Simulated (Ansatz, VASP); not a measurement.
## One calculation of MoS2, two programs

```
Mo S
1.0
     1.55865    0.89988    6.06688
    -1.55865    0.89988    6.06688
     0.00000   -1.79977    6.06688
Mo S
1 2
Direct
  0.00000 0.00000 0.00000
  0.41700 0.41700 0.41700
  0.25000 0.25000 0.25000
```

Change from the starting cell: volume scaled by 0.96.

Alike in both runs: task single point; functional LDA; k mesh 10 × 10 × 10; occupations fermi-dirac, width 0.05 eV; no spin polarisation.

|  | VASP | Ansatz |
| --- | --- | --- |
| version | VASP 6.6.1 | Ansatz 0.2.0 |
| potentials or method | VASP PAW LDA potentials, release 64 (Mo_sv, S), cutoff 520 eV | all-electron LAPW, scalar-relativistic |

Ansatz gave:

| Item | Value |
| --- | --- |
| gap on the k mesh at the Fermi level (eV) | 0.84 |
| least direct gap on the mesh (eV) | 2.07 |
| pressure (GPa) | 4.4 |
| traceless stress, the component that is largest in VASP (GPa) | 2.19 |
| rms of the force components (eV/Å) | 0.365 |

**Question.** What did VASP give for the same quantities?

**Answer.** gap on the k mesh at the Fermi level (eV): 0.85; least direct gap on the mesh (eV): 2.07; pressure (GPa): 4.5; traceless stress, the component that is largest in VASP (GPa): 2.14; rms of the force components (eV/Å): 0.369.

LDA's correlation is that of Perdew and Zunger in VASP and of Perdew and Wang (1992) in Ansatz. Atom by atom the forces differ by 0.004 eV/Å (rms over components). Ansatz ran all-electron here, and VASP with PAW potentials.
